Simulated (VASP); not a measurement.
# InH2 (P-4m2) in VASP: notebook

The runs below take InH2 through single point, relaxation of cell and atoms, with PBE.

Program: VASP 6.6.1. These are calculated values, not measurements. Logs are shortened: lines on timing, memory, paths and dates and some standing lists are left out, and cuts for length are marked.

### 1 The cell of the first run

It takes space group P-4m2 (No. 115, tetragonal). Conventional cell: a = 3.443 Å, b = 3.443 Å, c = 3.827 Å, α = 90.00°, β = 90.00°, γ = 90.00°. In (site symmetry -4m2) has 4 H at 1.79 Å within 2.4 Å. H (site symmetry 2mm) has 2 In at 1.79 Å within 2.4 Å.

The cell was built from a structure type or drawn by symmetry, and may not be a known phase.

### 2 Single point, PBE

File INCAR:

```
ALGO     = Normal         # electronic algorithm
EDIFF    = 1E-6           # SCF threshold, eV
ENCUT    = 520            # plane-wave cutoff, eV
GGA      = PE             # functional
ISIF     = 2              # what is computed and relaxed
ISMEAR   = 0              # smearing method
LASPH    = True           # aspherical terms in the spheres
LCHARG   = False          # write CHGCAR
LREAL    = False          # projectors in reciprocal space
LWAVE    = False          # write WAVECAR
NBANDS   = 14             # bands
NELM     = 60             # most SCF steps
PREC     = Accurate       # precision mode
SIGMA    = 0.1            # smearing width, eV
```

File KPOINTS:

```
k-points
0
Gamma
  6 6 4
```

File POSCAR:

```
InH2
1.0
    3.4432146400      0.0000000000      0.0000000000
    0.0000000000      3.4432146400      0.0000000000
    0.0000000000      0.0000000000      3.8265755400
In H
1 2
Direct
    0.5000000000      0.5000000000      0.0000000000
    0.0000000000      0.5000000000      0.8709623000
    0.5000000000      0.0000000000      0.1290377000
```

Potentials or basis: VASP PAW PBE potentials, release 64 (In_d, H).

On the command line:

```bash
> cat potpaw_PBE.64/In_d/POTCAR potpaw_PBE.64/H/POTCAR > POTCAR
> mpirun -np 1 vasp_std > vasp.out
```

OUTCAR:

```text
EDIFF = 1E-6
   ENCUT = 520
   GGA = PE
   ISIF = 2
   ISMEAR = 0
   LASPH = True
   LREAL = False
   NELM = 60
   PREC = Accurate

 ion  position               nearest neighbor table
   1  0.500  0.500  0.000-   2 1.79   3 1.79   3 1.79   2 1.79
   2  0.000  0.500  0.871-   1 1.79   1 1.79
   3  0.500  0.000  0.129-   1 1.79   1 1.79

  LATTYP: Found a simple tetragonal cell.
 ALAT       =     3.4432146400
 C/A-ratio  =     1.1113380780

  Lattice vectors:

 A1 = (   3.4432146400,   0.0000000000,   0.0000000000)
 A2 = (   0.0000000000,   3.4432146400,   0.0000000000)
 A3 = (   0.0000000000,   0.0000000000,   3.8265755400)

Analysis of symmetry for initial positions (statically):
=====================================================================
 Subroutine PRICEL returns:
 Original cell was already a primitive cell.

 Routine SETGRP: Setting up the symmetry group for a
 simple tetragonal supercell.

 Subroutine GETGRP returns: Found  8 space group operations
 (whereof  8 operations were pure point group operations)
 out of a pool of 16 trial point group operations.

The static configuration has the point symmetry D_2d.

Analysis of symmetry for dynamics (positions and initial velocities):
=====================================================================
 Subroutine PRICEL returns:
 Original cell was already a primitive cell.

 Routine SETGRP: Setting up the symmetry group for a
 simple tetragonal supercell.

 Subroutine GETGRP returns: Found  8 space group operations
 (whereof  8 operations were pure point group operations)
 out of a pool of 16 trial point group operations.

The dynamic configuration has the point symmetry D_2d.

 Subroutine INISYM returns: Found  8 space group operations
 (whereof  8 operations are pure point group operations),
 and found     1 'primitive' translations

----------------------------------------------------------------------------------------

                                     Primitive cell

  volume of cell :      45.3668

  direct lattice vectors                    reciprocal lattice vectors
     3.443214640  0.000000000  0.000000000     0.290426274  0.000000000  0.000000000
     0.000000000  3.443214640  0.000000000     0.000000000  0.290426274  0.000000000
     0.000000000  0.000000000  3.826575540     0.000000000  0.000000000  0.261330265

  length of vectors
     3.443214640  3.443214640  3.826575540     0.290426274  0.290426274  0.261330265

  position of ions in fractional coordinates (direct lattice)
     0.500000000  0.500000000  0.000000000
     0.000000000  0.500000000  0.870962300
     0.500000000  0.000000000  0.129037700

  ion indices of the primitive-cell ions
   primitive index   ion index
                 1           1
                 2           2
                 3           3

----------------------------------------------------------------------------------------

 KPOINTS: k-points

Automatic generation of k-mesh.
 Grid dimensions read from file:
 generate k-points for:    6    6    4

 Generating k-lattice:

  Cartesian coordinates                     Fractional coordinates (reciprocal lattice)
     0.048404379  0.000000000  0.000000000     0.166666667  0.000000000  0.000000000
     0.000000000  0.048404379  0.000000000     0.000000000  0.166666667  0.000000000
     0.000000000  0.000000000  0.065332566     0.000000000  0.000000000  0.250000000

  Length of vectors
     0.048404379  0.048404379  0.065332566

  Shift w.r.t. Gamma in fractional coordinates (k-lattice)
     0.000000000  0.000000000  0.000000000

 Subroutine IBZKPT returns following result:
 ===========================================

 Found     30 irreducible k-points:

 Following reciprocal coordinates:
            Coordinates               Weight
  0.000000  0.000000  0.000000      1.000000
  0.166667  0.000000  0.000000      4.000000
  0.333333  0.000000  0.000000      4.000000
  0.500000  0.000000  0.000000      2.000000
  0.166667  0.166667  0.000000      4.000000
  0.333333  0.166667  0.000000      8.000000
[... 16 lines left out ...]
  0.333333  0.000000  0.500000      4.000000
  0.500000  0.000000  0.500000      2.000000
 [... further k-points ...]
   k-points           NKPTS =     30   k-points in BZ     NKDIM =     30   number of bands    NBANDS=     14
   number of dos      NEDOS =    301   number of ions     NIONS =      3
   total plane-waves  NPLWV =  21952
   dimension x,y,z NGX =    28 NGY =   28 NGZ =   28
   dimension x,y,z NGXF=    56 NGYF=   56 NGZF=   56
   ions per type =               1   2
   NGX,Y,Z   is equivalent  to a cutoff of  13.52, 13.52, 12.16 a.u.
   NGXF,Y,Z  is equivalent  to a cutoff of  27.04, 27.04, 24.33 a.u.
 SYSTEM =  unknown system
   PREC   = accura    normal or accurate (medium, high low for compatibility)
   ISTART =      0    job   : 0-new  1-cont  2-samecut
   ICHARG =      2    charge: 1-file 2-atom 10-const
   ISPIN  =      1    spin polarized calculation?
   LNONCOLLINEAR =      F non collinear calculations
   LSORBIT =      F    spin-orbit coupling
   LASPH  =      T    aspherical Exc in radial PAW
   ENCUT  =  520.0 eV  38.22 Ry    6.18 a.u.   6.40  6.40  7.11*2*pi/ulx,y,z
   NELM   =     60;   NELMIN=  2; NELMDL= -5     # of ELM steps
   EDIFF  = 0.1E-05   stopping-criterion for ELM
   LREAL  =      F    real-space projection
   EDIFFG = 0.1E-04   stopping-criterion for IOM
   NSW    =      0    number of steps for IOM
   IBRION =     -1    ionic relax: 0-MD 1-quasi-New 2-CG
   NFREE  =      0    steps in history (QN), initial steepest desc. (CG)
   ISIF   =      2    stress and relaxation
   ISYM   =      2    0-nonsym 1-usesym 2-fastsym
   POTIM  = 0.5000    time-step for ionic-motion
   TEBEG  =    0.0;   TEEND  =   0.0 temperature during run
   PSTRESS=    0.0 pullay stress
   NELECT =      15.0000    total number of electrons
   NUPDOWN=      -1.0000    fix difference up-down
   EMIN   =  10.00;   EMAX   =-10.00  energy-range for DOS
   EFERMI =   0.00;   METHOD = LEGACY
   ISMEAR =     0;   SIGMA  =   0.10  broadening in eV -4-tet -1-fermi 0-gaus
   EFERMI_NEDOS =   21; number of points for ismear=-14 and -15
   IALGO  =     38    algorithm
   IMIX   =      4    mixing-type and parameters
     AMIX     =   0.40;   BMIX     =  1.00
     AMIX_MAG =   1.60;   BMIX_MAG =  1.00
  volume/ion in A,a.u.               =      15.12       102.05
  Fermi-wavevector in a.u.,A,eV,Ry     =   1.132033  2.139232 17.435849  1.281499
  Thomas-Fermi vector in A             =   2.268733
   LORBIT       =      0    0 simple, 1 ext, 2 COOP (PROOUT), +10 PAW based schemes
   GGA     = PE    functional components
   LHFCALC =     F    Hartree Fock is set to
   AEXX    =    0.0000 exact exchange contribution
   IVDW    =     0    specifies the selected vdW correction
   LEPSILON=     F    determine dielectric tensor
   LRPA    =     F    only Hartree local field effects (RPA)
 non-spin polarized calculation
 Gauss-broadening in eV      SIGMA  =   0.10
  energy-cutoff  :      520.00
  volume of cell :       45.37
 maximum number of plane-waves:      1236
 NGX is ok and might be reduce to    28
   NGX = 13   NGY = 13   NGZ = 15

 number of electron      14.9999993 magnetization

 Free energy of the ion-electron system (eV)
  ---------------------------------------------------
  ext. energy  EPLUGINS =         0.00000000
  ---------------------------------------------------
  free energy    TOTEN  =        -7.62906729 eV

  energy without entropy =       -7.62312206  energy(sigma->0) =       -7.62609467

 E-fermi :   3.9583     XC(G=0):  -8.3041

 val. band max:        3.8719396268   @ k =   0.3333   0.3333   0.5000
 cond. band min:       4.0313409977   @ k =   0.3333   0.1667   0.2500
 fundamental gap:      0.1594013709
 Fermi energy:         3.9583417607

 k-point     1 :       0.0000    0.0000    0.0000
  band No.  band energies     occupation
      1     -11.8924      2.00000
      2     -11.4636      2.00000
      3     -11.1220      2.00000
      4     -11.1220      2.00000
      5     -11.0549      2.00000
      6      -6.3648      2.00000
      7       2.0035      2.00000
      8       8.1274      0.00000
      9       8.1296      0.00000
     10       8.1709      0.00000
     11       8.1709      0.00000
     12      11.7227      0.00000
     13      13.6768      0.00000
     14      19.4956      0.00000

 k-point     2 :       0.1667    0.0000    0.0000
  band No.  band energies     occupation
      1     -11.8203      2.00000
      2     -11.4168      2.00000
      3     -11.1523      2.00000
      4     -11.1201      2.00000
      5     -11.0762      2.00000
      6      -6.0546      2.00000
      7       1.3174      2.00000
      8       6.0925      0.00000
      9       8.3361      0.00000
     10       8.5303      0.00000
     11       9.5138      0.00000
     12      12.5860      0.00000
     13      14.4849      0.00000
     14      16.9230      0.00000

 k-point     3 :       0.3333    0.0000    0.0000
  band No.  band energies     occupation
      1     -11.7170      2.00000
      2     -11.2971      2.00000
      3     -11.1969      2.00000
      4     -11.1186      2.00000
      5     -11.1161      2.00000
      6      -5.0849      2.00000
      7      -0.8083      2.00000
      8       5.7780      0.00000
      9       8.7714      0.00000
     10       9.4492      0.00000
     11      10.1214      0.00000
     12      11.6920      0.00000
     13      14.3338      0.00000
     14      15.3538      0.00000

 k-point     4 :       0.5000    0.0000    0.0000
  band No.  band energies     occupation
      1     -11.6828      2.00000
      2     -11.2767      2.00000
      3     -11.1620      2.00000
      4     -11.1391      2.00000
      5     -11.1145      2.00000
      6      -3.8265      2.00000
      7      -2.6653      2.00000
      8       6.0772      0.00000
      9       8.8221      0.00000
     10      10.1193      0.00000
     11      10.2926      0.00000
     12      11.9887      0.00000
     13      12.9706      0.00000
     14      14.0293      0.00000

 k-point     5 :       0.1667    0.1667    0.0000
  band No.  band energies     occupation
      1     -11.7299      2.00000
      2     -11.3863      2.00000
      3     -11.1511      2.00000
      4     -11.1492      2.00000
      5     -11.0994      2.00000
      6      -5.7504      2.00000
      7       0.9143      2.00000
      8       5.6584      0.00000
      9       6.8105      0.00000
     10       8.6094      0.00000
     11      12.0256      0.00000
[... 276 lines left out ...]
 k-point    22 :       0.1667    0.0000    0.5000
  band No.  band energies     occupation
      1     -11.8134      2.00000
      2     -11.3609      2.00000
      3     -11.1779      2.00000
      4     -11.1447      2.00000
      5     -11.0741      2.00000
      6      -5.2078      2.00000
      7      -0.1356      2.00000
      8       4.0489      0.20011
      9       9.1986      0.00000
     10       9.5102      0.00000
     11       9.8226      0.00000
     12      13.0130      0.00000
     13      15.4010      0.00000
     14      16.1672      0.00000

 k-point    23 :       0.3333    0.0000    0.5000
  band No.  band energies     occupation
      1     -11.7076      2.00000
      2     -11.2997      2.00000
      3     -11.1624      2.00000
      4     -11.1404      2.00000
      5     -11.1156      2.00000
      6      -4.2909      2.00000
      7      -0.6453      2.00000
      8       2.5647      2.00000
      9       7.3208      0.00000
     10       9.8960      0.00000
     11      10.4338      0.00000
     12      12.8116      0.00000
     13      15.9652      0.00000
     14      16.1661      0.00000

 k-point    24 :       0.5000    0.0000    0.5000
  band No.  band energies     occupation
      1     -11.6708      2.00000
      2     -11.3220      2.00000
      3     -11.1381      2.00000
      4     -11.1361      2.00000
      5     -11.0835      2.00000
      6      -3.0387      2.00000
      7      -2.1734      2.00000
      8       2.7418      2.00000
      9       6.1034      0.00000
     10      10.3580      0.00000
     11      11.0874      0.00000
     12      12.2981      0.00000
     13      15.9911      0.00000
     14      16.1078      0.00000

 [... further k-points ...]

------------------------ aborting loop because EDIFF is reached ----------------------------------------

  FORCE on cell =-STRESS in cart. coord.  units (eV):
  Direction    XX          YY          ZZ          XY          YZ          ZX
  --------------------------------------------------------------------------------------
  -------------------------------------------------------------------------------------
  Total        4.3417337      4.3417337     -0.1611782      0.0000000      0.0000000      0.0000000
  in kB      153.3328766    153.3328766     -5.6921767      0.0000000      0.0000000      0.0000000
  external PRESSURE =     100.3245255 kB  Pullay stress =       0.0000000 kB

 VOLUME and BASIS-vectors are now :
 -----------------------------------------------------------------------------
  energy-cutoff  :      520.00
  volume of cell :       45.37
      direct lattice vectors                 reciprocal lattice vectors
     3.443214640  0.000000000  0.000000000     0.290426274  0.000000000  0.000000000
     0.000000000  3.443214640  0.000000000     0.000000000  0.290426274  0.000000000
     0.000000000  0.000000000  3.826575540     0.000000000  0.000000000  0.261330265

 POSITION                                       TOTAL-FORCE (eV/Angst)
 -----------------------------------------------------------------------------------
      1.72161      1.72161      0.00000        -0.000000     -0.000000     -0.000000
      0.00000      1.72161      3.33280         0.000000      0.000000     -0.688756
      1.72161      0.00000      0.49377         0.000000      0.000000      0.688756
 -----------------------------------------------------------------------------------
    total drift:                                0.000000      0.000000     -0.000000

  FREE ENERGIE OF THE ION-ELECTRON SYSTEM (eV)
  ---------------------------------------------------
  free  energy   TOTEN  =        -7.6290672884 eV

  energy  without entropy=       -7.6231220596  energy(sigma->0) =       -7.62609467
```

Run time: 15 s. Hardware: 1 thread of Intel Xeon 8259CL, shared host; peak memory 0.16 GiB.

Results:

| Property | Result |
| --- | --- |
| Free energy | -7.6291 eV |
| Pressure | 10.0 GPa |
| Largest force | 0.689 eV/Å |
| Band gap on the k mesh | zero (an odd number of electrons rules out a gap without spin polarisation) |

Forces in eV/Å, atoms in the order of the input:
```
In   0.000  0.000  0.000
H    0.000  0.000 -0.689
H    0.000  0.000  0.689
```

Caveat: the k points lie up to 0.41 Å⁻¹ apart, too coarse for converged energies and pressures of a metal; spin-orbit coupling is left out, which moves the levels of the heavy elements.

### 3 Relaxation of cell and atoms, PBE

This run uses another cell than the first one, of 14.64 Å³/atom.

File INCAR:

```
PREC = Accurate
ENCUT = 600
EDIFF = 1E-6
ISMEAR = 0
SIGMA = 0.1
LREAL = False
LASPH = True
NELM = 60
ALGO = Normal
ISIF = 3
LWAVE = False
LCHARG = False
GGA = PE
IBRION = 2
NSW = 90
EDIFFG = -0.04
```

File KPOINTS:

```
regular mesh
0
Gamma
  4 4 6
```

File POSCAR:

```
InH2
1.0
    3.7971804916      0.0000000000      0.0000000000
    0.0000000000      3.7971804916      0.0000000000
    0.0000000000      0.0000000000      3.0457856734
In H
1 2
Direct
    0.5000000000      0.5000000000      0.0000000000
    0.0000000000      0.5000000000      0.8284902326
    0.5000000000      0.0000000000      0.1715097674
```

Potentials or basis: VASP PAW PBE potentials, release 64 (In_d, H).

On the command line:

```bash
> cat potpaw_PBE.64/In_d/POTCAR potpaw_PBE.64/H/POTCAR > POTCAR
> mpirun -np 1 vasp_std > vasp.out
```

Run time: 42 s. Hardware: 1 thread of Intel Xeon 8259CL, shared host; peak memory 0.16 GiB.

The run converged. Its results:

```
Free energy                           : -8.2090 eV
Relaxed volume                        : 14.91 Å³/atom
Relaxed cell                          : a = 3.849 Å, b = 3.849 Å, c = 3.019 Å, α = 90.00°, β = 90.00°, γ = 90.00°
Space group after relaxing (to 0.1 Å) : P-4m2 (No. 115)
Energy gained by relaxing             : 2.7 meV/atom
Ionic steps                           : 5
Pressure after relaxing               : -0.2 GPa
Largest force after relaxing          : 0.004 eV/Å
Band gap on the k mesh                : zero (an odd number of electrons rules out a gap without spin polarisation)
```

Forces on the atoms (eV/Å):
```
In   0.000  0.000  0.000
H    0.000  0.000 -0.004
H    0.000  0.000  0.004
```

Stress tensor (GPa, compression positive):
```
-0.12  0.00  0.00
 0.00 -0.12  0.00
 0.00  0.00 -0.40
```

Step by step:
| step | energy change (eV) | largest force (eV/Å) | pressure (GPa) | volume (Å³) |
| --- | --- | --- | --- | --- |
| 1 | 0.0000 | 0.0395 | 1.04 | 43.92 |
| 2 | -0.0066 | 0.0147 | 0.18 | 44.52 |
| 3 | -0.0076 | 0.0014 | -0.40 | 44.97 |
| 4 | -0.0077 | 0.0016 | -0.30 | 44.88 |
| 5 | -0.0082 | 0.0044 | -0.22 | 44.72 |

Final structure:
```
In H
1.0
     3.84861    0.00000    0.00000
     0.00000    3.84861    0.00000
     0.00000    0.00000    3.01909
In H
1 2
Cartesian
  1.9243 1.9243 0.0000
  3.8486 1.9243 2.4980
  1.9243 0.0000 0.5210
```

Levels at points of the mesh, in eV from the Fermi level:
```
           k point  band 4  band 5  band 6  band 7  band 8  band 9  band 10  band 11
(0.00, 0.00, 0.00)  -14.29  -14.29   -9.16   -1.24    2.75    2.75     4.53     8.86
(0.50, 0.00, 0.00)  -14.33  -14.29   -7.46   -5.47    2.26    3.84     6.00     9.03
(0.50, 0.50, 0.00)  -14.33  -14.33   -4.98   -4.98   -4.85    3.02    10.15    10.15
(0.00, 0.00, 0.50)  -14.31  -14.29   -6.18   -3.63    2.09    5.37     5.74     5.74
(0.50, 0.00, 0.50)  -14.34  -14.18   -4.67   -3.67   -1.31    3.18     5.21     6.84
(0.50, 0.50, 0.50)  -14.34  -14.15   -3.34   -3.34   -0.80   -0.03     4.60     4.60
```

Caveat: the k points lie up to 0.41 Å⁻¹ apart in the final cell, too coarse for converged energies and pressures of a metal; spin-orbit coupling is left out, which moves the levels of the heavy elements.
